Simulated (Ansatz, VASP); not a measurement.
**One calculation of FeSi, two programs**

```
CELL_PARAMETERS angstrom
0.00000 2.86642 2.86642
2.86642 0.00000 2.86642
2.86642 2.86642 0.00000
ATOMIC_POSITIONS crystal
Fe 0.75000 0.75000 0.75000
Fe 0.50000 0.50000 0.50000
Si 0.25000 0.25000 0.25000
Si 0.00000 0.00000 0.00000
```

Alike in both runs: functional PBE; k mesh 6 × 6 × 6; occupations gaussian, width 0.1 eV; collinear spin.

Ansatz relaxed the structure, and its values are those at the end. VASP's run is a single point on that final structure, the one shown.

|  | VASP | Ansatz |
| --- | --- | --- |
| version | VASP 6.6.1 | Ansatz 0.2.0 |
| potentials or method | VASP PAW PBE potentials, release 64 (Fe, Si), cutoff 520 eV | scalar-relativistic, plane waves, PAW |
| valence electrons in the cell | 24 | 40 |

Ansatz gave:

* gap on the k mesh at the Fermi level (eV): none
* pressure (GPa): 0.0
* net moment per atom (μB): 0.88
* size of the moment on the site where the two differ most (μB): 0.04

Task: Which values does VASP return?

Result: gap on the k mesh at the Fermi level (eV): none; pressure (GPa): -0.2; net moment per atom (μB): 0.88; size of the moment on the site where the two differ most (μB): 0.01.

Site moments also hang on the region over which each program counts them. A gap of «none» marks a metal or a gap that the smearing closes. VASP's potentials hold 24 valence electrons a cell and Ansatz's 40, so a difference there can come from the potentials and not from the codes.
